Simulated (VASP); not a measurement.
A run of VASP 6.6.1 is set up as follows.

Contents of INCAR:

```
SYSTEM = NbH2
  ALGO = Normal
  EDIFF = 1E-6
  ENCUT = 520
  GGA = PS
  ISIF = 2
  ISMEAR = -1
  LASPH = .TRUE.
  LCHARG = .FALSE.
  LREAL = .FALSE.
  LWAVE = .FALSE.
  NBANDS = 14
  NELM = 60
  PREC = Accurate
  SIGMA = 0.05
```

Contents of KPOINTS:

```
k-points
0
G
  17 17 17
  0 0 0
```

File POSCAR:

```
NbH2
1.0
    0.0000000000      2.2588250415      2.2588250415
    2.2588250415      0.0000000000      2.2588250415
    2.2588250415      2.2588250415      0.0000000000
Nb H
1 2
Direct
    0.0000000000      0.0000000000      0.0000000000
    0.2500000000      0.2500000000      0.2500000000
    0.7500000000      0.7500000000      0.7500000000
```

Potentials or basis: VASP PAW PBE potentials, release 64 (Nb_sv, H).

Command:

```bash
$ cat potpaw_PBE.64/Nb_sv/POTCAR potpaw_PBE.64/H/POTCAR > POTCAR
$ mpirun -np 1 vasp_std > vasp.out
```

Q: Predict the pressure.

A: -0.4 GPa.

Caveat: the PAW data sets were made with another functional, which shifts forces and pressure a little.
